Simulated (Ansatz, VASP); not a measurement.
## Ag: VASP and Ansatz over several settings

```
CELL_PARAMETERS angstrom
2.84719 0.00000 0.00000
-1.42360 2.46574 0.00000
0.00000 0.00000 9.86485
ATOMIC_POSITIONS crystal
Ag 0.00000 0.00000 0.50000
Ag 0.00000 0.00000 0.00000
Ag 0.66667 0.33333 0.75000
Ag 0.33333 0.66667 0.25000
```

Single points on this cell with VASP 6.6.1 and Ansatz 0.2.0. Each row is one pair of runs. Alike in all rows: spin: off; k mesh: 11 × 11 × 3; smearing: fermi-dirac, width 0.05 eV.

```csv
level,"VASP's potentials, cutoff","Ansatz's potentials, cutoff","gap on the k mesh at the Fermi level (eV), VASP","gap on the k mesh at the Fermi level (eV), Ansatz","pressure (GPa), VASP","pressure (GPa), Ansatz"
PBE,"VASP PAW PBE potentials, release 64 (Ag), 520 eV","Ansatz PAW, 420 eV",none,none,3.3,3.4
LDA,"VASP PAW LDA potentials, release 64 (Ag), 520 eV","Ansatz PAW, 420 eV",?,none,?,-8.3
r2SCAN,"VASP PAW PBE potentials, release 64 (Ag), 520 eV","Ansatz PAW, 500 eV",none,none,0.4,0.3
```

Problem. Fill in what VASP gave in row 2.

Solution. gap on the k mesh at the Fermi level (eV): none; pressure (GPa): -8.1.

VASP's potentials hold 44 valence electrons a cell and Ansatz's 76, so a difference there can come from the potentials and not from the codes.

A gap of «none» marks a metal or a gap that the smearing closes.
